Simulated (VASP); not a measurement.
Input of a VASP 6.6.1 run:

INCAR

```
SYSTEM = BP
  PREC = Accurate
  ENCUT = 600
  EDIFF = 1E-7
  ISMEAR = 0
  SIGMA = 0.1
  LREAL = .FALSE.
  LASPH = .TRUE.
  NELM = 100
  ALGO = Normal
  ISIF = 3
  LWAVE = .FALSE.
  LCHARG = .FALSE.
  GGA = PE
  IBRION = 2
  NSW = 80
  EDIFFG = -0.05
```

File KPOINTS:

```
regular mesh
0
G
  8 8 8
  0 0 0
```

The input POSCAR:

```
BP
1.0
    0.0000000000      2.5077110934      2.5077110934
    2.5077110934      0.0000000000      2.5077110934
    2.5077110934      2.5077110934      0.0000000000
B P
1 1
Direct
    0.0000000000      0.0000000000      0.0000000000
    0.2500000000      0.2500000000      0.2500000000
```

Potentials or basis: VASP PAW PBE potentials, release 64 (B, P).

Launch:

```bash
$ cat potpaw_PBE.64/B/POTCAR potpaw_PBE.64/P/POTCAR > POTCAR
$ mpirun -np 1 vasp_std > vasp.out
```

**Question.** Predict the relaxed volume.

**Answer.** 11.75 Å³/atom.

**Question.** Predict the space group after relaxing (to 0.05 Å).

**Answer.** F-43m (No. 216).

The path:
```tsv
step	energy change (eV)	largest force (eV/Å)	pressure (GPa)	volume (Å³)
1	0.0000	0.0000	-26.63	31.54
2	-0.6981	0.0000	22.23	21.02
3	-0.8552	0.0000	-0.02	23.50
```

Caveat: the volume moved by over 15 % at a fixed basis, so the end points are rough.
